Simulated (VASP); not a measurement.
A run of VASP 6.6.1 is set up as follows.

File INCAR:

```
PREC = Accurate ; ENCUT = 520
EDIFF = 1E-7 ; ISMEAR = 0
SIGMA = 0.1 ; LREAL = F
LASPH = T ; NELM = 100
ALGO = Fast ; ISIF = 2
LWAVE = F ; LCHARG = F
GGA = PE ; NBANDS = 26
```

The input KPOINTS:

```
regular mesh
0
Gamma
  8 8 10
```

POSCAR

```
BiH2
1.0
    5.1569460898      0.0000000000      0.0000000000
    0.0000000000      5.1814838453      0.0000000000
    0.0000000000      0.0000000000      3.5991335822
Bi H
2 4
Direct
    0.0000000000      0.0000000000      0.0000000000
    0.5000000000      0.5000000000      0.5000000000
    0.2942609191      0.2951214778      0.0000000000
    0.7057390809      0.7048785222      0.0000000000
    0.7942609191      0.2048785222      0.5000000000
    0.2057390809      0.7951214778      0.5000000000
```

Potentials or basis: VASP PAW PBE potentials, release 64 (Bi_d, H).

Launch:

```bash
$ cat potpaw_PBE.64/Bi_d/POTCAR potpaw_PBE.64/H/POTCAR > POTCAR
$ mpirun -np 1 vasp_std > vasp.out
```

**Question.** Estimate the pressure.

**Answer.** -0.1 GPa.

**Question.** Estimate the band gap on the k mesh.

**Answer.** Zero (bands 17 and 18 overlap by 3.59 eV).

Caveat: spin-orbit coupling is left out, which moves the levels of the heavy elements.
